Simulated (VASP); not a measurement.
# AgHgF3 (Cmcm) in VASP: single point with PBEsol

Aim: the single point of AgHgF3 with PBEsol.

Everything below comes from runs of VASP 6.6.1. Logs are shortened: lines on timing, memory, paths and dates and some standing lists are left out, and cuts for length are marked.

**1. The cell of the first run**

The structure is orthorhombic, space group Cmcm (No. 63). Conventional cell: a = 3.519 Å, b = 10.388 Å, c = 7.991 Å, α = 90.00°, β = 90.00°, γ = 90.00°. Within 3.2 Å of Ag (site symmetry m2m) lie 8 F at 2.41 to 2.82 Å and 2 Hg at 3.15 Å. Within 3.0 Å of Hg (site symmetry 2/m) lie 6 F at 2.28 to 2.33 Å. Within 3.1 Å of F (site symmetry m2m) lie 2 Hg at 2.28 Å and 2 Ag at 2.41 Å and 6 F at 3.04 to 3.07 Å. F (site symmetry m) has 2 Hg at 2.33 Å and 3 Ag at 2.52 to 2.82 Å and 7 F at 3.01 to 3.07 Å within 3.1 Å.

**2. Single point, PBEsol**

File INCAR:

```
SYSTEM = AgHgF3
PREC = Accurate
ENCUT = 700
EDIFF = 1E-6
ISMEAR = -1
SIGMA = 0.03
LREAL = .False.
LASPH = .True.
NELM = 120
ALGO = Normal
ISIF = 2
LWAVE = .False.
LCHARG = .True.
GGA = PS
LELF = .True.
LVHAR = .True.
NBANDS = 71
GGA_COMPAT = .False.
```

File KPOINTS:

```
Automatic mesh
0
Gamma
  6 6 4
  0 0 0
```

File POSCAR:

```
AgHgF3
1.0
    1.7595277349     -5.1941052157      0.0000000000
    1.7595277349      5.1941052157      0.0000000000
    0.0000000000      0.0000000000      7.9910919455
Ag Hg F
2 2 6
Direct
    0.2341677187      0.7658322813      0.7500000000
    0.7658322813      0.2341677187      0.2500000000
    0.0000000000      0.0000000000      0.0000000000
    0.0000000000      0.0000000000      0.5000000000
    0.8933806502      0.1066193498      0.7500000000
    0.1066193498      0.8933806502      0.2500000000
    0.3611382430      0.6388617570      0.0616735226
    0.6388617570      0.3611382430      0.9383264774
    0.3611382430      0.6388617570      0.4383264774
    0.6388617570      0.3611382430      0.5616735226
```

Potentials or basis: VASP PAW PBE potentials, release 64 (Ag_sv_GW, Hg_sv_GW, F).

Run with:

```sh
cat potpaw_PBE.64/Ag_sv_GW/POTCAR potpaw_PBE.64/Hg_sv_GW/POTCAR potpaw_PBE.64/F/POTCAR > POTCAR
mpirun -np 1 vasp_std > vasp.out
```

OUTCAR:

```text
SYSTEM = AgHgF3
   PREC = Accurate
   ENCUT = 700
   EDIFF = 1E-6
   ISMEAR = -1
   LREAL = .False.
   LASPH = .True.
   NELM = 120
   ISIF = 2
   GGA = PS

 ion  position               nearest neighbor table
   1  0.234  0.766  0.750-
   2  0.766  0.234  0.250-
   3  0.000  0.000  0.000-   5 2.28   6 2.28   8 2.33   7 2.33   8 2.33   7 2.33
   4  0.000  0.000  0.500-   5 2.28   6 2.28  10 2.33   9 2.33  10 2.33   9 2.33
   5  0.893  0.107  0.750-   3 2.28   4 2.28
   6  0.107  0.893  0.250-   3 2.28   4 2.28
   7  0.361  0.639  0.062-   3 2.33   3 2.33
   8  0.639  0.361  0.938-   3 2.33   3 2.33
   9  0.361  0.639  0.438-   4 2.33   4 2.33
  10  0.639  0.361  0.562-   4 2.33   4 2.33

  LATTYP: Found a base centered orthorhombic cell.
 ALAT       =     3.5190554698
 B/A-ratio  =     2.9519882595
 C/A-ratio  =     2.2708059063

  Lattice vectors:

 A1 = (   1.7595277349,  -5.1941052157,   0.0000000000)
 A2 = (   1.7595277349,   5.1941052157,   0.0000000000)
 A3 = (   0.0000000000,   0.0000000000,   7.9910919455)

Analysis of symmetry for initial positions (statically):
=====================================================================
 Subroutine PRICEL returns:
 Original cell was already a primitive cell.

 Routine SETGRP: Setting up the symmetry group for a
 base centered orthorhombic supercell.

 Subroutine GETGRP returns: Found  8 space group operations
 (whereof  4 operations were pure point group operations)
 out of a pool of  8 trial point group operations.

The static configuration has the point symmetry C_2h.
 The point group associated with its full space group is D_2h.

Analysis of symmetry for dynamics (positions and initial velocities):
=====================================================================
 Subroutine PRICEL returns:
 Original cell was already a primitive cell.

 Routine SETGRP: Setting up the symmetry group for a
 base centered orthorhombic supercell.

 Subroutine GETGRP returns: Found  8 space group operations
 (whereof  4 operations were pure point group operations)
 out of a pool of  8 trial point group operations.

The dynamic configuration has the point symmetry C_2h.
 The point group associated with its full space group is D_2h.

 Subroutine INISYM returns: Found  8 space group operations
 (whereof  4 operations are pure point group operations),
 and found     1 'primitive' translations

----------------------------------------------------------------------------------------

                                     Primitive cell

  volume of cell :     146.0639

  direct lattice vectors                    reciprocal lattice vectors
     1.759527735 -5.194105216  0.000000000     0.284167160 -0.096262971  0.000000000
     1.759527735  5.194105216  0.000000000     0.284167160  0.096262971  0.000000000
     0.000000000  0.000000000  7.991091946     0.000000000  0.000000000  0.125139344

  length of vectors
     5.484037458  5.484037458  7.991091946     0.300029223  0.300029223  0.125139344

  position of ions in fractional coordinates (direct lattice)
     0.234167719  0.765832281  0.750000000
     0.765832281  0.234167719  0.250000000
     0.000000000  0.000000000  0.000000000
     0.000000000  0.000000000  0.500000000
     0.893380650  0.106619350  0.750000000
     0.106619350  0.893380650  0.250000000
     0.361138243  0.638861757  0.061673523
     0.638861757  0.361138243  0.938326477
     0.361138243  0.638861757  0.438326477
     0.638861757  0.361138243  0.561673523

  ion indices of the primitive-cell ions
   primitive index   ion index
                 1           1
                 2           2
                 3           3
                 4           4
                 5           5
                 6           6
                 7           7
                 8           8
                 9           9
                10          10

----------------------------------------------------------------------------------------

 KPOINTS: Automatic mesh

Automatic generation of k-mesh.
 Grid dimensions read from file:
 generate k-points for:    6    6    4

 Generating k-lattice:

  Cartesian coordinates                     Fractional coordinates (reciprocal lattice)
     0.047361193 -0.016043829  0.000000000     0.166666667  0.000000000  0.000000000
     0.047361193  0.016043829  0.000000000     0.000000000  0.166666667  0.000000000
     0.000000000  0.000000000  0.031284836     0.000000000  0.000000000  0.250000000

  Length of vectors
     0.050004870  0.050004870  0.031284836

  Shift w.r.t. Gamma in fractional coordinates (k-lattice)
     0.000000000  0.000000000  0.000000000

 Subroutine IBZKPT returns following result:
 ===========================================

 Found     39 irreducible k-points:

 Following reciprocal coordinates:
            Coordinates               Weight
  0.000000  0.000000  0.000000      1.000000
  0.166667  0.000000  0.000000      4.000000
  0.333333 -0.000000  0.000000      4.000000
  0.500000 -0.000000  0.000000      2.000000
  0.166667  0.166667  0.000000      2.000000
  0.333333  0.166667  0.000000      4.000000
[... 16 lines left out ...]
  0.333333  0.333333  0.250000      4.000000
  0.500000  0.333333  0.250000      8.000000
 [... further k-points ...]
   k-points           NKPTS =     39   k-points in BZ     NKDIM =     39   number of bands    NBANDS=     71
   number of dos      NEDOS =    301   number of ions     NIONS =     10
   total plane-waves  NPLWV = 161280
   dimension x,y,z NGX =    48 NGY =   48 NGZ =   70
   dimension x,y,z NGXF=    96 NGYF=   96 NGZF=  140
   ions per type =               2   2   6
   NGX,Y,Z   is equivalent  to a cutoff of  14.55, 14.55, 14.56 a.u.
   NGXF,Y,Z  is equivalent  to a cutoff of  29.10, 29.10, 29.13 a.u.
 SYSTEM =  AgHgF3
   PREC   = accura    normal or accurate (medium, high low for compatibility)
   ISTART =      0    job   : 0-new  1-cont  2-samecut
   ICHARG =      2    charge: 1-file 2-atom 10-const
   ISPIN  =      1    spin polarized calculation?
   LNONCOLLINEAR =      F non collinear calculations
   LSORBIT =      F    spin-orbit coupling
   LASPH  =      T    aspherical Exc in radial PAW
   ENCUT  =  700.0 eV  51.45 Ry    7.17 a.u.  11.83 11.83 17.24*2*pi/ulx,y,z
   NELM   =    120;   NELMIN=  2; NELMDL= -5     # of ELM steps
   EDIFF  = 0.1E-05   stopping-criterion for ELM
   LREAL  =      F    real-space projection
   EDIFFG = 0.1E-04   stopping-criterion for IOM
   NSW    =      0    number of steps for IOM
   IBRION =     -1    ionic relax: 0-MD 1-quasi-New 2-CG
   NFREE  =      0    steps in history (QN), initial steepest desc. (CG)
   ISIF   =      2    stress and relaxation
   ISYM   =      2    0-nonsym 1-usesym 2-fastsym
   POTIM  = 0.5000    time-step for ionic-motion
   TEBEG  =    0.0;   TEEND  =   0.0 temperature during run
   PSTRESS=    0.0 pullay stress
   NELECT =     120.0000    total number of electrons
   NUPDOWN=      -1.0000    fix difference up-down
   EMIN   =  10.00;   EMAX   =-10.00  energy-range for DOS
   EFERMI =   0.00;   METHOD = LEGACY
   ISMEAR =    -1;   SIGMA  =   0.03  broadening in eV -4-tet -1-fermi 0-gaus
   EFERMI_NEDOS =   21; number of points for ismear=-14 and -15
   IALGO  =     38    algorithm
   IMIX   =      4    mixing-type and parameters
     AMIX     =   0.40;   BMIX     =  1.00
     AMIX_MAG =   1.60;   BMIX_MAG =  1.00
  volume/ion in A,a.u.               =      14.61        98.57
  Fermi-wavevector in a.u.,A,eV,Ry     =   1.533278  2.897475 31.986502  2.350942
  Thomas-Fermi vector in A             =   2.640367
   LORBIT       =      0    0 simple, 1 ext, 2 COOP (PROOUT), +10 PAW based schemes
   GGA     = PS    functional components
   LHFCALC =     F    Hartree Fock is set to
   AEXX    =    0.0000 exact exchange contribution
   IVDW    =     0    specifies the selected vdW correction
   LEPSILON=     F    determine dielectric tensor
   LRPA    =     F    only Hartree local field effects (RPA)
 non-spin polarized calculation
  energy-cutoff  :      700.00
  volume of cell :      146.06
 maximum number of plane-waves:      6188
   NGX = 23   NGY = 23   NGZ = 35

 number of electron     119.9999998 magnetization

 Free energy of the ion-electron system (eV)
  ---------------------------------------------------
  ext. energy  EPLUGINS =         0.00000000
  ---------------------------------------------------
  free energy    TOTEN  =       -26.98276785 eV

  energy without entropy =      -26.97954747  energy(sigma->0) =      -26.98115766

 E-fermi :   1.8527     XC(G=0): -10.8697

 val. band max:        1.7689462539   @ k =   0.5000   0.5000   0.0000
 cond. band min:       1.9299831161   @ k =   0.0000   0.0000   0.2500
 fundamental gap:      0.1610368622
 Fermi energy:         1.8527222931

 k-point     1 :       0.0000    0.0000    0.0000
  band No.  band energies     occupation
      1    -110.9745      2.00000
      2    -110.9745      2.00000
      3     -86.6981      2.00000
      4     -86.6980      2.00000
      5     -59.3796      2.00000
      6     -59.3791      2.00000
[... 63 lines left out ...]
     70      12.2356      0.00000
     71      13.6698      0.00000

 k-point     2 :       0.1667    0.0000    0.0000
  band No.  band energies     occupation
      1    -110.9745      2.00000
      2    -110.9745      2.00000
      3     -86.6980      2.00000
      4     -86.6980      2.00000
      5     -59.3795      2.00000
      6     -59.3790      2.00000
[... 63 lines left out ...]
     70      12.5499      0.00000
     71      12.8070      0.00000

 k-point     3 :       0.3333   -0.0000    0.0000
  band No.  band energies     occupation
      1    -110.9744      2.00000
      2    -110.9744      2.00000
      3     -86.6979      2.00000
      4     -86.6979      2.00000
      5     -59.3793      2.00000
      6     -59.3788      2.00000
[... 1543 lines left out ...]
     70      11.9669      0.00000
     71      13.0254      0.00000

 k-point    24 :       0.5000    0.3333    0.2500
  band No.  band energies     occupation
      1    -110.9745      2.00000
      2    -110.9745      2.00000
      3     -86.6980      2.00000
      4     -86.6980      2.00000
      5     -59.3795      2.00000
      6     -59.3791      2.00000
[... 63 lines left out ...]
     70      13.0072      0.00000
     71      13.7802      0.00000

 [... further k-points ...]
[... 5 lines left out ...]
  --------------------------------------------------------------------------------------
  -------------------------------------------------------------------------------------
  Total       -0.3060779     -0.3430846     -0.3304984      0.0000000      0.0000000      0.0000000
  in kB       -3.3573733     -3.7633002     -3.6252420      0.0000000      0.0000000      0.0000000
  external PRESSURE =      -3.5819718 kB  Pullay stress =       0.0000000 kB

 VOLUME and BASIS-vectors are now :
 -----------------------------------------------------------------------------
  energy-cutoff  :      700.00
  volume of cell :      146.06
      direct lattice vectors                 reciprocal lattice vectors
     1.759527735 -5.194105216  0.000000000     0.284167160 -0.096262971  0.000000000
     1.759527735  5.194105216  0.000000000     0.284167160  0.096262971  0.000000000
     0.000000000  0.000000000  7.991091946     0.000000000  0.000000000  0.125139344

 POSITION                                       TOTAL-FORCE (eV/Angst)
 -----------------------------------------------------------------------------------
      1.75953      2.76152      5.99332        -0.000000      0.000839      0.000000
      1.75953     -2.76152      1.99777        -0.000000     -0.000839      0.000000
      0.00000      0.00000      0.00000        -0.000000     -0.000000      0.000000
      0.00000      0.00000      3.99555         0.000000     -0.000000      0.000000
      1.75953     -4.08652      5.99332        -0.000000      0.011127     -0.000000
      1.75953      4.08652      1.99777        -0.000000     -0.011127      0.000000
      1.75953      1.44253      0.49284        -0.000000      0.011144      0.004989
      1.75953     -1.44253      7.49825        -0.000000     -0.011144     -0.004989
      1.75953      1.44253      3.50271        -0.000000      0.011144     -0.004989
      1.75953     -1.44253      4.48838        -0.000000     -0.011144      0.004989
 -----------------------------------------------------------------------------------
    total drift:                                0.000000     -0.000000     -0.000000

  FREE ENERGIE OF THE ION-ELECTRON SYSTEM (eV)
  ---------------------------------------------------
  free  energy   TOTEN  =       -26.9827678536 eV

  energy  without entropy=      -26.9795474737  energy(sigma->0) =      -26.98115766
```

Run time: 16 min. Hardware: 1 thread of Intel Xeon Platinum 8488C (Sapphire Rapids), shared host; peak memory 0.83 GiB.

What came out:

```
Free energy            : -26.9828 eV
Pressure               : -0.4 GPa
Largest force          : 0.012 eV/Å
Band gap on the k mesh : zero (filled and empty bands touch)
```

Forces on the atoms (eV/Å):
```
Ag   0.000  0.001  0.000
Ag   0.000 -0.001  0.000
Hg   0.000  0.000  0.000
Hg   0.000  0.000  0.000
F    0.000  0.011  0.000
F    0.000 -0.011  0.000
F    0.000  0.011  0.005
F    0.000 -0.011 -0.005
F    0.000  0.011 -0.005
F    0.000 -0.011  0.005
```

Levels at points of the mesh, in eV from the Fermi level:
```
           k point  band 56  band 57  band 58  band 59  band 60  band 61  band 62  band 63  band 64  band 65
(0.00, 0.00, 0.00)    -0.60    -0.53    -0.28    -0.26    -0.17    -0.09     2.68     3.64     6.32     6.64
(0.50, 0.00, 0.00)    -0.60    -0.44    -0.31    -0.15    -0.14     3.18     4.18     5.14     6.12     6.30
(0.50, 0.50, 0.00)    -0.54    -0.43    -0.29    -0.24    -0.08     1.43     2.95     2.99     5.46     5.57
(0.00, 0.00, 0.50)    -0.63    -0.39    -0.39    -0.14    -0.14     0.98     0.98     5.24     5.24     7.45
(0.50, 0.00, 0.50)    -0.64    -0.36    -0.36    -0.18    -0.18     3.52     3.52     5.70     5.70     7.08
(0.50, 0.50, 0.50)    -0.69    -0.36    -0.36    -0.15    -0.15     2.11     2.11     3.87     3.87     6.63
```

Caveat: the PAW data sets were made with another functional, which shifts forces and pressure a little; spin-orbit coupling is left out, which moves the levels of the heavy elements.

The gap in the log of VASP goes by the Fermi energy; the results here count the filled bands.